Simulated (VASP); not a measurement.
# RbBr (Pm-3m) in VASP: further runs

The runs below take RbBr through single point, with PBE, RPBE, LDA, PBEsol.

All numbers are computed with VASP 6.6.1; they aren't measurements. Logs are shortened: lines on timing, memory, paths and dates and some standing lists are left out, and cuts for length are marked.

## 1. The cell of the first run

It takes space group Pm-3m (No. 221, cubic). Conventional cell: a = 4.126 Å, b = 4.126 Å, c = 4.126 Å, α = 90.00°, β = 90.00°, γ = 90.00°. Within 4.7 Å of Rb (site symmetry m-3m) lie 8 Br at 3.57 Å and 6 Rb at 4.13 Å. Br (site symmetry m-3m) has 8 Rb at 3.57 Å and 6 Br at 4.13 Å within 4.7 Å.

## 2. Single point, PBE

Input file INCAR:

```
SYSTEM = RbBr
PREC = Accurate ; ENCUT = 520
EDIFF = 1E-6 ; ISMEAR = 0
SIGMA = 0.02 ; LREAL = .FALSE.
LASPH = .TRUE. ; NELM = 60
ALGO = Normal ; ISIF = 2
LWAVE = .FALSE. ; LCHARG = .FALSE.
GGA = PE ; NBANDS = 15
```

Input file KPOINTS:

```
regular mesh
0
G
  7 7 7
  0 0 0
```

Input file POSCAR:

```
RbBr
1.0
    4.1260773000      0.0000000000      0.0000000000
    0.0000000000      4.1260773000      0.0000000000
    0.0000000000      0.0000000000      4.1260773000
Rb Br
1 1
Direct
    0.0000000000      0.0000000000      0.0000000000
    0.5000000000      0.5000000000      0.5000000000
```

Potentials or basis: VASP PAW PBE potentials, release 64 (Rb_sv, Br).

Run with:

```console
$ cat potpaw_PBE.64/Rb_sv/POTCAR potpaw_PBE.64/Br/POTCAR > POTCAR
$ mpirun -np 1 vasp_std > vasp.out
```

OUTCAR:

```text
SYSTEM = RbBr
   PREC = Accurate
   ENCUT = 520
   EDIFF = 1E-6
   ISMEAR = 0
   LREAL = .FALSE.
   LASPH = .TRUE.
   NELM = 60
   ISIF = 2
   GGA = PE

 ion  position               nearest neighbor table
   1  0.000  0.000  0.000-   2 3.57   2 3.57   2 3.57   2 3.57   2 3.57   2 3.57   2 3.57   2 3.57

   2  0.500  0.500  0.500-   1 3.57   1 3.57   1 3.57   1 3.57   1 3.57   1 3.57   1 3.57   1 3.57

  LATTYP: Found a simple cubic cell.
 ALAT       =     4.1260773000

  Lattice vectors:

 A1 = (   4.1260773000,   0.0000000000,   0.0000000000)
 A2 = (   0.0000000000,   4.1260773000,   0.0000000000)
 A3 = (   0.0000000000,   0.0000000000,   4.1260773000)

Analysis of symmetry for initial positions (statically):
=====================================================================
 Subroutine PRICEL returns:
 Original cell was already a primitive cell.

 Routine SETGRP: Setting up the symmetry group for a
 simple cubic supercell.

 Subroutine GETGRP returns: Found 48 space group operations
 (whereof 48 operations were pure point group operations)
 out of a pool of 48 trial point group operations.

The static configuration has the point symmetry O_h .

Analysis of symmetry for dynamics (positions and initial velocities):
=====================================================================
 Subroutine PRICEL returns:
 Original cell was already a primitive cell.

 Routine SETGRP: Setting up the symmetry group for a
 simple cubic supercell.

 Subroutine GETGRP returns: Found 48 space group operations
 (whereof 48 operations were pure point group operations)
 out of a pool of 48 trial point group operations.

The dynamic configuration has the point symmetry O_h .

 Subroutine INISYM returns: Found 48 space group operations
 (whereof 48 operations are pure point group operations),
 and found     1 'primitive' translations

----------------------------------------------------------------------------------------

                                     Primitive cell

  volume of cell :      70.2445

  direct lattice vectors                    reciprocal lattice vectors
     4.126077300  0.000000000  0.000000000     0.242360947  0.000000000  0.000000000
     0.000000000  4.126077300  0.000000000     0.000000000  0.242360947  0.000000000
     0.000000000  0.000000000  4.126077300     0.000000000  0.000000000  0.242360947

  length of vectors
     4.126077300  4.126077300  4.126077300     0.242360947  0.242360947  0.242360947

  position of ions in fractional coordinates (direct lattice)
     0.000000000  0.000000000  0.000000000
     0.500000000  0.500000000  0.500000000

  ion indices of the primitive-cell ions
   primitive index   ion index
                 1           1
                 2           2

----------------------------------------------------------------------------------------

 KPOINTS: regular mesh

Automatic generation of k-mesh.
 Grid dimensions read from file:
 generate k-points for:    7    7    7

 Generating k-lattice:

  Cartesian coordinates                     Fractional coordinates (reciprocal lattice)
     0.034622992  0.000000000  0.000000000     0.142857143  0.000000000  0.000000000
     0.000000000  0.034622992  0.000000000     0.000000000  0.142857143  0.000000000
     0.000000000  0.000000000  0.034622992     0.000000000  0.000000000  0.142857143

  Length of vectors
     0.034622992  0.034622992  0.034622992

  Shift w.r.t. Gamma in fractional coordinates (k-lattice)
     0.000000000  0.000000000  0.000000000

 Subroutine IBZKPT returns following result:
 ===========================================

 Found     20 irreducible k-points:

 Following reciprocal coordinates:
            Coordinates               Weight
  0.000000  0.000000  0.000000      1.000000
  0.142857  0.000000  0.000000      6.000000
  0.285714  0.000000  0.000000      6.000000
  0.428571  0.000000  0.000000      6.000000
  0.142857  0.142857  0.000000     12.000000
  0.285714  0.142857  0.000000     24.000000
[... 12 lines left out ...]
  0.428571  0.428571  0.285714     24.000000
  0.428571  0.428571  0.428571      8.000000
   k-points           NKPTS =     20   k-points in BZ     NKDIM =     20   number of bands    NBANDS=     15
   number of dos      NEDOS =    301   number of ions     NIONS =      2
   total plane-waves  NPLWV =  32768
   dimension x,y,z NGX =    32 NGY =   32 NGZ =   32
   dimension x,y,z NGXF=    64 NGYF=   64 NGZF=   64
   ions per type =               1   1
   NGX,Y,Z   is equivalent  to a cutoff of  12.89, 12.89, 12.89 a.u.
   NGXF,Y,Z  is equivalent  to a cutoff of  25.79, 25.79, 25.79 a.u.
 SYSTEM =  RbBr
   PREC   = accura    normal or accurate (medium, high low for compatibility)
   ISTART =      0    job   : 0-new  1-cont  2-samecut
   ICHARG =      2    charge: 1-file 2-atom 10-const
   ISPIN  =      1    spin polarized calculation?
   LNONCOLLINEAR =      F non collinear calculations
   LSORBIT =      F    spin-orbit coupling
   LASPH  =      T    aspherical Exc in radial PAW
   ENCUT  =  520.0 eV  38.22 Ry    6.18 a.u.   7.67  7.67  7.67*2*pi/ulx,y,z
   NELM   =     60;   NELMIN=  2; NELMDL= -5     # of ELM steps
   EDIFF  = 0.1E-05   stopping-criterion for ELM
   LREAL  =      F    real-space projection
   EDIFFG = 0.1E-04   stopping-criterion for IOM
   NSW    =      0    number of steps for IOM
   IBRION =     -1    ionic relax: 0-MD 1-quasi-New 2-CG
   NFREE  =      0    steps in history (QN), initial steepest desc. (CG)
   ISIF   =      2    stress and relaxation
   ISYM   =      2    0-nonsym 1-usesym 2-fastsym
   POTIM  = 0.5000    time-step for ionic-motion
   TEBEG  =    0.0;   TEEND  =   0.0 temperature during run
   PSTRESS=    0.0 pullay stress
   NELECT =      16.0000    total number of electrons
   NUPDOWN=      -1.0000    fix difference up-down
   EMIN   =  10.00;   EMAX   =-10.00  energy-range for DOS
   EFERMI =   0.00;   METHOD = LEGACY
   ISMEAR =     0;   SIGMA  =   0.02  broadening in eV -4-tet -1-fermi 0-gaus
   EFERMI_NEDOS =   21; number of points for ismear=-14 and -15
   IALGO  =     38    algorithm
   IMIX   =      4    mixing-type and parameters
     AMIX     =   0.40;   BMIX     =  1.00
     AMIX_MAG =   1.60;   BMIX_MAG =  1.00
  volume/ion in A,a.u.               =      35.12       237.02
  Fermi-wavevector in a.u.,A,eV,Ry     =   0.999795  1.889338 13.600238  0.999589
  Thomas-Fermi vector in A             =   2.132108
   LORBIT       =      0    0 simple, 1 ext, 2 COOP (PROOUT), +10 PAW based schemes
   GGA     = PE    functional components
   LHFCALC =     F    Hartree Fock is set to
   AEXX    =    0.0000 exact exchange contribution
   IVDW    =     0    specifies the selected vdW correction
   LEPSILON=     F    determine dielectric tensor
   LRPA    =     F    only Hartree local field effects (RPA)
 non-spin polarized calculation
 Gauss-broadening in eV      SIGMA  =   0.02
  energy-cutoff  :      520.00
  volume of cell :       70.24
 maximum number of plane-waves:      1907
 NGX is ok and might be reduce to    32
   NGX = 15   NGY = 15   NGZ = 15

 number of electron      16.0000002 magnetization

 Free energy of the ion-electron system (eV)
  ---------------------------------------------------
  ext. energy  EPLUGINS =         0.00000000
  ---------------------------------------------------
  free energy    TOTEN  =        -5.99579813 eV

  energy without entropy =       -5.99579813  energy(sigma->0) =       -5.99579813

 E-fermi :  -0.5678     XC(G=0):  -7.9292

 val. band max:       -0.6883969005   @ k =   0.4286   0.4286   0.0000
 cond. band min:       3.4156362340   @ k =   0.0000   0.0000   0.0000
 fundamental gap:      4.1040331345
 Fermi energy:        -0.5678053240

 k-point     1 :       0.0000    0.0000    0.0000
  band No.  band energies     occupation
      1     -25.7678      2.00000
      2     -13.2831      2.00000
      3      -9.7512      2.00000
      4      -9.7512      2.00000
      5      -9.7512      2.00000
      6      -0.8187      2.00000
      7      -0.8187      2.00000
      8      -0.8187      2.00000
      9       3.4156      0.00000
     10       4.9146      0.00000
     11       4.9146      0.00000
     12       9.2648      0.00000
     13       9.2648      0.00000
     14       9.2648      0.00000
     15      11.9852      0.00000

 k-point     2 :       0.1429    0.0000    0.0000
  band No.  band energies     occupation
      1     -25.7639      2.00000
      2     -13.2816      2.00000
      3      -9.7791      2.00000
      4      -9.7423      2.00000
      5      -9.7423      2.00000
      6      -1.2046      2.00000
      7      -0.8320      2.00000
      8      -0.8320      2.00000
      9       3.9145      0.00000
     10       5.0685      0.00000
     11       5.3617      0.00000
     12       9.1614      0.00000
     13       9.1614      0.00000
     14       9.3786      0.00000
     15      10.9760      0.00000

 k-point     3 :       0.2857    0.0000    0.0000
  band No.  band energies     occupation
      1     -25.7553      2.00000
      2     -13.2797      2.00000
      3      -9.8359      2.00000
      4      -9.7223      2.00000
      5      -9.7223      2.00000
      6      -1.8836      2.00000
      7      -0.8632      2.00000
      8      -0.8632      2.00000
      9       4.9965      0.00000
     10       5.5088      0.00000
     11       6.3850      0.00000
     12       9.0557      0.00000
     13       9.0557      0.00000
     14       9.4377      0.00000
     15       9.6798      0.00000

 k-point     4 :       0.4286    0.0000    0.0000
  band No.  band energies     occupation
      1     -25.7483      2.00000
      2     -13.2797      2.00000
      3      -9.8754      2.00000
      4      -9.7061      2.00000
      5      -9.7061      2.00000
      6      -2.3253      2.00000
      7      -0.8894      2.00000
      8      -0.8894      2.00000
      9       6.0868      0.00000
     10       6.1480      0.00000
     11       7.0031      0.00000
     12       8.2562      0.00000
     13       9.1435      0.00000
     14       9.1435      0.00000
     15       9.9961      0.00000
[... 235 lines left out ...]
 k-point    18 :       0.4286    0.2857    0.2857
  band No.  band energies     occupation
      1     -25.7256      2.00000
      2     -13.0917      2.00000
      3      -9.9848      2.00000
      4      -9.8959      2.00000
      5      -9.8756      2.00000
      6      -1.8739      2.00000
      7      -1.6106      2.00000
      8      -1.4103      2.00000
      9       6.2079      0.00000
     10       6.8871      0.00000
     11       6.8934      0.00000
     12       8.0957      0.00000
     13       8.3253      0.00000
     14       8.7246      0.00000
     15      11.5265      0.00000

 k-point    19 :       0.4286    0.4286    0.2857
  band No.  band energies     occupation
      1     -25.7194      2.00000
      2     -13.0436      2.00000
      3      -9.9948      2.00000
      4      -9.9894      2.00000
      5      -9.8662      2.00000
      6      -1.8570      2.00000
      7      -1.8490      2.00000
      8      -1.5330      2.00000
      9       6.1301      0.00000
     10       7.0867      0.00000
     11       7.3229      0.00000
     12       7.7212      0.00000
     13       8.9667      0.00000
     14       9.1031      0.00000
     15      11.4420      0.00000

 k-point    20 :       0.4286    0.4286    0.4286
  band No.  band energies     occupation
      1     -25.7133      2.00000
      2     -13.0042      2.00000
      3      -9.9725      2.00000
      4      -9.9666      2.00000
      5      -9.9666      2.00000
      6      -1.9415      2.00000
      7      -1.9415      2.00000
      8      -1.8868      2.00000
      9       7.0263      0.00000
     10       7.4279      0.00000
     11       7.4279      0.00000
     12       8.5384      0.00000
     13       8.7164      0.00000
     14       8.7164      0.00000
     15      11.5556      0.00000

------------------------ aborting loop because EDIFF is reached ----------------------------------------

  FORCE on cell =-STRESS in cart. coord.  units (eV):
  Direction    XX          YY          ZZ          XY          YZ          ZX
  --------------------------------------------------------------------------------------
  -------------------------------------------------------------------------------------
  Total        0.3624092      0.3624092      0.3624092      0.0000000      0.0000000     -0.0000000
  in kB        8.2660445      8.2660445      8.2660445      0.0000000      0.0000000     -0.0000000
  external PRESSURE =       8.2660445 kB  Pullay stress =       0.0000000 kB

 VOLUME and BASIS-vectors are now :
 -----------------------------------------------------------------------------
  energy-cutoff  :      520.00
  volume of cell :       70.24
      direct lattice vectors                 reciprocal lattice vectors
     4.126077300  0.000000000  0.000000000     0.242360947  0.000000000  0.000000000
     0.000000000  4.126077300  0.000000000     0.000000000  0.242360947  0.000000000
     0.000000000  0.000000000  4.126077300     0.000000000  0.000000000  0.242360947

 POSITION                                       TOTAL-FORCE (eV/Angst)
 -----------------------------------------------------------------------------------
      0.00000      0.00000      0.00000         0.000000      0.000000      0.000000
      2.06304      2.06304      2.06304         0.000000      0.000000      0.000000
 -----------------------------------------------------------------------------------
    total drift:                                0.000000      0.000000     -0.000000

  FREE ENERGIE OF THE ION-ELECTRON SYSTEM (eV)
  ---------------------------------------------------
  free  energy   TOTEN  =        -5.9957981289 eV

  energy  without entropy=       -5.9957981289  energy(sigma->0) =       -5.99579813
```

Wall time 5.6 s (1 thread of Intel Xeon 6975P-C (Granite Rapids), shared host); peak memory 0.18 GiB.

What came out:

| Quantity | Value |
| --- | --- |
| Free energy | -5.9958 eV |
| Pressure | 0.8 GPa |
| Band gap on the k mesh | 4.10 eV, indirect (least direct gap 4.23 eV) |

A k mesh can miss the band edges. Expect the measured gap to be larger: semilocal functionals such as PBE lack the derivative discontinuity.

(Continued in part 2 of 2.)
